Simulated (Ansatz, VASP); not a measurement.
BeS2: VASP beside Ansatz

```
Be S
1.0
     4.30926    0.00000    0.00000
    -2.15463    3.73193    0.00000
     0.00000    0.00000    3.04022
Be S
1 2
Direct
  0.00000 0.00000 0.00000
  0.66667 0.33333 0.50000
  0.33333 0.66667 0.50000
```

Change from the starting cell: species swapped into the HoHg2 type (P6/mmm, No. 191).

Alike in both runs: task single point; functional PBE; k mesh 6 × 6 × 6; occupations gaussian, width 0.1 eV; no spin polarisation.

|  | VASP | Ansatz |
| --- | --- | --- |
| version | VASP 6.6.1 | Ansatz 0.2.0 |
| potentials or method | VASP PAW PBE potentials, release 64 (Be, S), cutoff 520 eV | scalar-relativistic, plane waves, PAW |
| valence electrons in the cell | 14 | 14 |

VASP gave:

| Property | Result |
| --- | --- |
| gap on the k mesh at the Fermi level (eV) | none |
| pressure (GPa) | -4.9 |
| traceless stress, the component that is largest in VASP (GPa) | 4.32 |

Problem. What did Ansatz give for the same quantities?

Solution. gap on the k mesh at the Fermi level (eV): none; pressure (GPa): -4.9; traceless stress, the component that is largest in VASP (GPa): 4.27.

A gap of «none» marks a metal or a gap that the smearing closes.
